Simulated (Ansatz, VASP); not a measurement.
AgRh: VASP beside Ansatz

```xyz
2
Lattice="2.4183 0.0000 0.0000 -1.2092 2.0943 0.0000 0.0000 0.0000 4.1867" Properties=species:S:1:pos:R:3 pbc="T T T"
Ag    0.0000    0.0000    2.0933
Rh    1.2092    0.6981    0.0000
```

Change from the starting cell: volume scaled by 0.66, no spin polarisation, PAW files.

Alike in both runs: task single point; functional PBE; k mesh 14 × 14 × 7; occupations fermi-dirac, width 0.05 eV; no spin polarisation.

|  | VASP | Ansatz |
| --- | --- | --- |
| version | VASP 6.6.1 | Ansatz 0.2.0 |
| potentials or method | VASP PAW PBE potentials, release 64 (Ag, Rh_pv) | PAW with Ansatz's default frozen-core files, scalar-relativistic |
| plane-wave cutoff (eV) | 520 | 420 |
| valence electrons in the cell | 26 | 36 |

VASP gave:

```
pressure (GPa)                                                : 182.5
traceless stress, the component that is largest in VASP (GPa) : -19.66
```

Q: Which values does Ansatz return?

A: Pressure (GPa): 182.6; traceless stress, the component that is largest in VASP (GPa): -19.66.

Both programs put the cell under a high pressure, so it lies far from rest at this level. With one functional, cell and mesh, what is left measures potentials, basis and numerics. VASP's potentials hold 26 valence electrons a cell and Ansatz's 36, so a difference there can come from the potentials and not from the codes.

Noted on VASP's run: the cell as given lies far from equilibrium.
